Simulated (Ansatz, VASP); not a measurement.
# H2Pb in VASP and in Ansatz

Contents of INCAR:

```
SYSTEM = H2Pb
ALGO = Normal ; EDIFF = 1E-6
ENCUT = 520 ; GGA = PE
ISIF = 2 ; ISMEAR = 0
LASPH = .TRUE. ; LCHARG = .FALSE.
LREAL = .FALSE. ; LWAVE = .FALSE.
NBANDS = 25 ; NELM = 100
PREC = Accurate ; SIGMA = 0.1
```

File KPOINTS:

```
k-points
0
G
  6 6 4
  0 0 0
```

Contents of POSCAR:

```
H2Pb
1.0
    3.5356084600      0.0000000000      0.0000000000
    0.0000000000      3.5356084600      0.0000000000
    0.0000000000      0.0000000000      6.1957657600
H Pb
4 2
Direct
    0.5000000000      0.0000000000      0.3528180100
    0.5000000000      0.5000000000      0.0000000000
    0.0000000000      0.0000000000      0.0000000000
    0.0000000000      0.5000000000      0.6471819900
    0.5000000000      0.0000000000      0.7383260100
    0.0000000000      0.5000000000      0.2616739900
```

Input for Ansatz:

```yaml
crystal:
  lattice:
    - [3.53560846, 0.0, 0.0]
    - [0.0, 3.53560846, 0.0]
    - [0.0, 0.0, 6.19576576]
  atoms:
    - { symbol: H, position: [0.5, 0.0, 0.35281801] }
    - { symbol: H, position: [0.5, 0.5, 0.0] }
    - { symbol: H, position: [0.0, 0.0, 0.0] }
    - { symbol: H, position: [0.0, 0.5, 0.64718199] }
    - { symbol: Pb, position: [0.5, 0.0, 0.73832601] }
    - { symbol: Pb, position: [0.0, 0.5, 0.26167399] }
basis:
  ecutwfc: 420
kpoints:
  mp_grid: { grid: [6, 6, 4] }
hamiltonian:
  xc: pbe
scf:
  occupations: { method: gaussian, width: 0.1 }
  lower_state_search: "off"
output:
  forces: true
  stress: true
  eigenvalues: true
```

Change from the starting cell: species swapped into the Mn2As type (P4/nmm, No. 129).

Alike in both runs: task single point; functional PBE; k mesh 6 × 6 × 4; occupations gaussian, width 0.1 eV; no spin polarisation.

|  | VASP | Ansatz |
| --- | --- | --- |
| version | VASP 6.6.1 | Ansatz 0.2.0 |
| potentials or method | VASP PAW PBE potentials, release 64 (H, Pb_d), cutoff 520 eV | scalar-relativistic, plane waves, PAW |
| valence electrons in the cell | 32 | 32 |

|  | VASP | Ansatz | Ansatz less VASP |
| --- | --- | --- | --- |
| gap on the k mesh at the Fermi level (eV) | none | none | - |
| pressure (GPa) | 1.4 | 1.5 | +0.11 |
| traceless stress, the component that is largest in VASP (GPa) | -1.23 | -1.23 | -0.006 |
| rms of the force components (eV/Å) | 0.258 | 0.259 | +0.0009 |

Atom by atom the forces differ by 0.001 eV/Å (rms over components). A gap of «none» marks a metal or a gap that the smearing closes.

Neither program's run includes spin-orbit coupling.
